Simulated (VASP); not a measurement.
Write the native input for VASP 6.6.1 that does the following.

* Task: single point
* Functional: PBE
* Potentials or basis: VASP PAW PBE potentials, release 64 (In_d, As)
* Cutoff: 520 eV
* k mesh: 14 × 14 × 14
* Occupations: gaussian, width 0.15 eV
* Spin: no spin polarisation
* Dipole correction: no
* Further INCAR settings: ALGO = Normal; EDIFF = 1e-06; NBANDS = 16

The structure of InAs lies in POSCAR:

```
InAs
1.0
    0.0000000000      3.4536329140      3.1531387875
    3.1531387875      0.0000000000      3.1531387875
    3.1531387875      3.4536329140      0.0000000000
In As
1 1
Direct
    0.0000000000      0.0000000000      0.0000000000
    0.7500000000      0.7500000000      0.7500000000
```

These files were run (other wordings do the same):

INCAR

```
ALGO = Normal ; EDIFF = 1E-6
ENCUT = 520 ; GGA = PE
ISIF = 2 ; ISMEAR = 0
LASPH = T ; LCHARG = F
LREAL = F ; LWAVE = F
NBANDS = 16 ; NELM = 60
PREC = Accurate ; SIGMA = 0.15
```

KPOINTS

```
k-points
0
Gamma
  14 14 14
```

Potentials or basis: VASP PAW PBE potentials, release 64 (In_d, As).

Run with:

```bash
$ cat potpaw_PBE.64/In_d/POTCAR potpaw_PBE.64/As/POTCAR > POTCAR
$ mpirun -np 1 vasp_std > vasp.out
```

Results of the run:

The pressure is -5.0 GPa and the band gap on the k mesh is zero (filled and empty bands touch).

Caveat: the cell stands under tension; semilocal functionals underestimate gaps, and a narrow one can read as zero; spin-orbit coupling is left out, which moves the levels of the heavy elements.

Wall time 5 min on 1 thread of Intel(R) Xeon(R) Platinum 8259CL CPU @ 2.50GHz (Skylake/Cascade Lake) (shared host), peak memory 0.42 GiB.
